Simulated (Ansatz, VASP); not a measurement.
**CdSe: VASP beside Ansatz**

```
Cd Se
1.0
     4.33992    0.00000    0.00000
    -2.16996    3.75848    0.00000
     0.00000    0.00000    7.07838
Cd Se
2 2
Cartesian
  0.0000 2.5057 -0.3949
  2.1700 1.2528 3.1443
  0.0000 2.5057 3.0564
  2.1700 1.2528 6.5956
```

Change from the starting cell: polar distortion scaled by 0.10.

Alike in both runs: task single point; functional r2SCAN; k mesh 9 × 9 × 4; no spin polarisation.

```csv
,VASP,Ansatz
version,VASP 6.6.1,Ansatz 0.2.0
potentials or method,"VASP PAW PBE potentials, release 64 (Cd, Se), cutoff 520 eV","scalar-relativistic, plane waves, PAW"
occupations,"gaussian, width 0.01 eV",fixed
valence electrons in the cell,36,72
```

Ansatz gave:

| Quantity | Value |
| --- | --- |
| gap on the k mesh at the Fermi level (eV) | 1.41 |
| least direct gap on the mesh (eV) | 1.41 |
| pressure (GPa) | 3.4 |
| traceless stress, the component that is largest in VASP (GPa) | -5.63 |
| rms of the force components (eV/Å) | 0.104 |

Task: What did VASP give for the same quantities?

Result: gap on the k mesh at the Fermi level (eV): 1.41; least direct gap on the mesh (eV): 1.41; pressure (GPa): 3.8; traceless stress, the component that is largest in VASP (GPa): -5.89; rms of the force components (eV/Å): 0.107.

VASP's potentials were made for PBE, not for r2SCAN. Atom by atom the forces differ by 0.003 eV/Å (rms over components). VASP's potentials hold 36 valence electrons a cell and Ansatz's 72, so a difference there can come from the potentials and not from the codes.
